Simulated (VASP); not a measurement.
A run of VASP 6.6.1:

Contents of INCAR:

```
  PREC = Accurate
  ENCUT = 520
  EDIFF = 1E-6
  ISMEAR = -1
  SIGMA = 0.05
  LREAL = False
  LASPH = True
  NELM = 60
  ALGO = Normal
  ISIF = 2
  LWAVE = False
  LCHARG = True
  GGA = PS
  LELF = True
  LVHAR = True
  NBANDS = 12
```

The input KPOINTS:

```
Automatic mesh
0
Gamma
  10 10 10
```

File POSCAR:

```
Zn
1.0
   -1.5690370000      1.5690370000      1.5062755200
    1.5690370000     -1.5690370000      1.5062755200
    1.5690370000      1.5690370000     -1.5062755200
Zn
1
Direct
    0.0000000000      0.0000000000      0.0000000000
```

Potentials or basis: VASP PAW PBE potentials, release 64 (Zn).

Run with:

```bash
$ cat potpaw_PBE.64/Zn/POTCAR > POTCAR
$ mpirun -np 1 vasp_std > vasp.out
```

Hardware: 1 thread of AMD EPYC 7R13, with other jobs on the host.

Question: How long does it take, and how much memory?

Answer: Run time: 19 s on 1 thread of AMD EPYC 7R13, on a shared host, peak memory 0.1 GiB. Counts: scf iterations 10, k points 102.
